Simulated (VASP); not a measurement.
# Si: single point with PBE

The system is Si.

```
Si
1.0
     2.52700   -0.02527   -0.02527
    -1.28538    2.20108   -0.00925
    -0.02373   -0.02373    2.37300
Si
1
Cartesian
  0.0000 0.0000 0.0000
```

```
Program             : VASP 6.6.1
Task                : single point
Functional          : PBE
Potentials or basis : VASP PAW PBE potentials, release 64 (Si)
Cutoff              : 520 eV
k mesh              : 16 × 16 × 14
Occupations         : gaussian, width 0.15 eV
Spin                : no spin polarisation
```

- Pressure: 20.7 GPa
- Band gap on the k mesh: zero (bands 2 and 3 overlap by 12.13 eV)

Stress tensor (GPa, compression positive):
```
20.71  0.36  1.93
 0.36 21.14  1.92
 1.93  1.92 20.29
```

Levels at points of the mesh, in eV from the Fermi level:
| k point | band 1 | band 2 | band 3 | band 4 | band 5 | band 6 | band 7 |
| --- | --- | --- | --- | --- | --- | --- | --- |
| (0.00, 0.00, 0.00) | -15.20 | 7.58 | 8.88 | 11.32 | 11.82 | 12.32 | 13.07 |
| (0.50, 0.00, 0.00) | -7.79 | -7.51 | 5.27 | 6.32 | 14.56 | 15.82 | 18.69 |
| (0.00, 0.50, 0.00) | -7.98 | -7.58 | 5.67 | 6.57 | 14.46 | 15.84 | 18.53 |
| (0.50, 0.50, 0.00) | -8.16 | -7.64 | 6.06 | 6.81 | 14.36 | 15.86 | 18.38 |
| (0.00, 0.00, 0.50) | -9.68 | -8.04 | 15.33 | 15.59 | 16.04 | 16.04 | 17.17 |
| (0.50, 0.00, 0.50) | -3.26 | -2.09 | -1.35 | 1.07 | 9.51 | 12.47 | 13.36 |
| (0.00, 0.50, 0.50) | -3.28 | -2.28 | -1.53 | 0.97 | 9.88 | 12.68 | 13.78 |
| (0.50, 0.50, 0.50) | -3.28 | -2.48 | -1.72 | 0.88 | 10.25 | 12.90 | 14.18 |

Run time: 84 s on 1 thread of Intel(R) Xeon(R) Platinum 8488C (Sapphire Rapids) (shared host), peak memory 0.25 GiB.

Caveat: the cell stands under pressure.
